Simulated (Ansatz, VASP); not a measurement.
# TaC: VASP beside Ansatz

The input INCAR:

```
  PREC = Accurate
  ENCUT = 520
  EDIFF = 1E-7
  ISMEAR = -1
  SIGMA = 0.05
  LREAL = False
  LASPH = True
  NELM = 200
  ALGO = Normal
  ISIF = 2
  LWAVE = False
  LCHARG = False
  ISPIN = 2
  MAGMOM = 1 0
  LORBIT = 11
  LMAXMIX = 4
  GGA = PE
  IBRION = 2
  NSW = 80
  EDIFFG = -0.02
  GGA_COMPAT = False
  NELMIN = 4
  KPAR = 4
```

Contents of KPOINTS:

```
regular mesh
0
Gamma
  18 18 18
```

File POSCAR:

```
TaC
1.0
    0.0000000000      2.2146584427      2.2146584427
    2.2146584427      0.0000000000      2.2146584427
    2.2146584427      2.2146584427      0.0000000000
Ta C
1 1
Direct
    0.0000000000      0.0000000000      0.0000000000
    0.5000000000      0.5000000000      0.5000000000
```

Input for Ansatz:

```yaml
crystal:
  lattice:
    - [0.0, 2.2146584427, 2.2146584427]
    - [2.2146584427, 0.0, 2.2146584427]
    - [2.2146584427, 2.2146584427, 0.0]
  atoms:
    - { symbol: Ta, position: [0.0, 0.0, 0.0], spin: 1.0 }
    - { symbol: C, position: [0.5, 0.5, 0.5] }
magnetization:
  spin_polarized: true
kpoints:
  mp_grid: { grid: [18, 18, 18] }
scf:
  occupations: { method: fermi_dirac, width: 0.05 }
hamiltonian:
  xc: pbe
  pseudopotentials: { kind: paw }
output:
  forces: true
  stress: true
  populations: true
  efg: { quadrupole_moments_barn: { Ta: 3.17 }, contact_densities: true }
relax:
  f_tol: 0.02
  max_steps: 60
```

Change from the starting cell: volume scaled by 0.96, ions relaxed.

Alike in both runs: task relaxation of the atoms; functional PBE; k mesh 18 × 18 × 18; occupations fermi-dirac, width 0.05 eV; collinear spin.

|  | VASP | Ansatz |
| --- | --- | --- |
| version | VASP 6.6.1 | Ansatz 0.2.0 |
| potentials or method | VASP PAW PBE potentials, release 64 (Ta_pv, C) | plane-wave PAW, scalar-relativistic |
| plane-wave cutoff (eV) | 520 | 420 |
| valence electrons in the cell | 15 | 17 |

```csv
,VASP,Ansatz,Ansatz less VASP
net moment per atom (μB),0.00,0.00,0.000
```

VASP's potentials hold 15 valence electrons a cell and Ansatz's 17, so a difference there can come from the potentials and not from the codes. Ansatz's warnings: seeded moment not kept, stress scf threshold loose.

Spin-orbit coupling is off throughout. Noted on VASP's run: the relaxation stopped at its first step, so nothing moved.
